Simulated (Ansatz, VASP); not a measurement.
# C: VASP beside Ansatz

The input INCAR:

```
SYSTEM = C
PREC = Accurate ; ENCUT = 520
EDIFF = 1E-7 ; ISMEAR = -1
SIGMA = 0.05 ; LREAL = .FALSE.
LASPH = .TRUE. ; NELM = 60
ALGO = Normal ; ISIF = 2
LWAVE = .FALSE. ; LCHARG = .FALSE.
GGA = PE ; NBANDS = 36
```

The input KPOINTS:

```
regular mesh
0
G
  9 9 2
  0 0 0
```

Contents of POSCAR:

```
C
1.0
    2.5221000000      0.0000000000      0.0000000000
   -1.2610500000      2.1842026709      0.0000000000
    0.0000000000      0.0000000000     12.3557000000
C
12
Direct
    0.6666666667      0.3333333333      0.3541700000
    0.3333333333      0.6666666667      0.8541700000
    0.6666666667      0.3333333333      0.1458300000
    0.3333333333      0.6666666667      0.6458300000
    0.6666666667      0.3333333333      0.4791700000
    0.3333333333      0.6666666667      0.9791700000
    0.6666666667      0.3333333333      0.0208300000
    0.3333333333      0.6666666667      0.5208300000
    0.0000000000      0.0000000000      0.8125000000
    0.0000000000      0.0000000000      0.3125000000
    0.0000000000      0.0000000000      0.6875000000
    0.0000000000      0.0000000000      0.1875000000
```

input.yaml

```yaml
crystal:
  lattice:
    - [2.5221, 0.0, 0.0]
    - [-1.26105, 2.1842026709, 0.0]
    - [0.0, 0.0, 12.3557]
  atoms:
    - { symbol: C, position: [0.6666666667, 0.3333333333, 0.35417] }
    - { symbol: C, position: [0.3333333333, 0.6666666667, 0.85417] }
    - { symbol: C, position: [0.6666666667, 0.3333333333, 0.14583] }
    - { symbol: C, position: [0.3333333333, 0.6666666667, 0.64583] }
    - { symbol: C, position: [0.6666666667, 0.3333333333, 0.47917] }
    - { symbol: C, position: [0.3333333333, 0.6666666667, 0.97917] }
    - { symbol: C, position: [0.6666666667, 0.3333333333, 0.02083] }
    - { symbol: C, position: [0.3333333333, 0.6666666667, 0.52083] }
    - { symbol: C, position: [0.0, 0.0, 0.8125] }
    - { symbol: C, position: [0.0, 0.0, 0.3125] }
    - { symbol: C, position: [0.0, 0.0, 0.6875] }
    - { symbol: C, position: [0.0, 0.0, 0.1875] }
hamiltonian:
  xc: pbe
  pseudopotentials: { kind: paw }
kpoints:
  mp_grid: { grid: [9, 9, 2] }
scf:
  occupations: { method: fermi_dirac, width: 0.05 }
output:
  forces: true
  stress: true
  eigenvalues: true
```

Alike in both runs: task single point; functional PBE; k mesh 9 × 9 × 2; occupations fermi-dirac, width 0.05 eV; no spin polarisation.

|  | VASP | Ansatz |
| --- | --- | --- |
| version | VASP 6.6.1 | Ansatz 0.2.0 |
| potentials or method | VASP PAW PBE potentials, release 64 (C) | Ansatz PAW |
| plane-wave cutoff (eV) | 520 | 420 |
| valence electrons in the cell | 48 | 48 |

```csv
,VASP,Ansatz,Ansatz less VASP
gap on the k mesh at the Fermi level (eV),4.38,4.39,+0.007
least direct gap on the mesh (eV),5.30,5.31,+0.006
pressure (GPa),2.7,2.1,-0.67
"traceless stress, the component that is largest in VASP (GPa)",5.44,5.43,-0.013
rms of the force components (eV/Å),0.152,0.151,-0.0002
```

Atom by atom the forces differ by 0.001 eV/Å (rms over components). With one functional, cell and mesh, what is left measures potentials, basis and numerics.

Noted on Ansatz's run: Pulay correction over one GPa; odd divisions of the mesh miss points on the zone boundary, where band edges often lie, so the gap on the mesh can be too wide.
